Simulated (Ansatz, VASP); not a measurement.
## V: VASP beside Ansatz

File INCAR:

```
PREC     = Accurate       # precision mode
ENCUT    = 500            # plane-wave cutoff, eV
EDIFF    = 1E-6           # SCF threshold, eV
ISMEAR   = 0              # smearing method
SIGMA    = 0.1            # smearing width, eV
LREAL    = False          # projectors in reciprocal space
LASPH    = True           # aspherical terms in the spheres
NELM     = 200            # most SCF steps
ALGO     = Normal         # electronic algorithm
ISIF     = 2              # what is computed and relaxed
LWAVE    = False          # write WAVECAR
LCHARG   = False          # write CHGCAR
ISPIN    = 2              # spin polarisation
MAGMOM   = 2              # initial moments
LORBIT   = 11             # projections on sites
LMAXMIX  = 4              # l up to which the mixer works
GGA      = PE             # functional
NBANDS   = 16             # bands
GGA_COMPAT= False
```

KPOINTS

```
Automatic mesh
0
Gamma
  8 8 8
```

File POSCAR:

```
V
1.0
   -1.5130000000      1.5130000000      1.5130000000
    1.5130000000     -1.5130000000      1.5130000000
    1.5130000000      1.5130000000     -1.5130000000
V
1
Direct
    0.0000000000      0.0000000000      0.0000000000
```

Input for Ansatz:

```yaml
crystal:
  lattice:
    - [-1.513, 1.513, 1.513]
    - [1.513, -1.513, 1.513]
    - [1.513, 1.513, -1.513]
  atoms:
    - { symbol: V, position: [0.0, 0.0, 0.0], spin: 2.0 }
basis:
  ecutwfc: 420
kpoints:
  mp_grid: { grid: [8, 8, 8] }
hamiltonian:
  xc: pbe
scf:
  occupations: { method: gaussian, width: 0.1 }
  lower_state_search: "off"
output:
  forces: true
  stress: true
  eigenvalues: true
  populations: true
magnetization:
  spin_polarized: true
```

Alike in both runs: task single point; functional PBE; k mesh 8 × 8 × 8; occupations gaussian, width 0.1 eV; collinear spin.

|  | VASP | Ansatz |
| --- | --- | --- |
| version | VASP 6.6.1 | Ansatz 0.2.0 |
| potentials or method | VASP PAW PBE potentials, release 64 (V_sv), cutoff 500 eV | scalar-relativistic, plane waves, PAW |
| valence electrons in the cell | 13 | 13 |

Ansatz gave:

| Item | Value |
| --- | --- |
| gap on the k mesh at the Fermi level (eV) | none |
| pressure (GPa) | -6.1 |
| net moment per atom (μB) | 0.00 |

Estimate VASP's values.

gap on the k mesh at the Fermi level (eV): none; pressure (GPa): -6.0; net moment per atom (μB): 0.00.

A gap of «none» marks a metal or a gap that the smearing closes. The functional is the same, so the differences come from potentials, cutoffs and numerics. Ansatz's warnings: seeded moment not kept.

The k mesh is coarse, so the values compare programs but aren't converged.
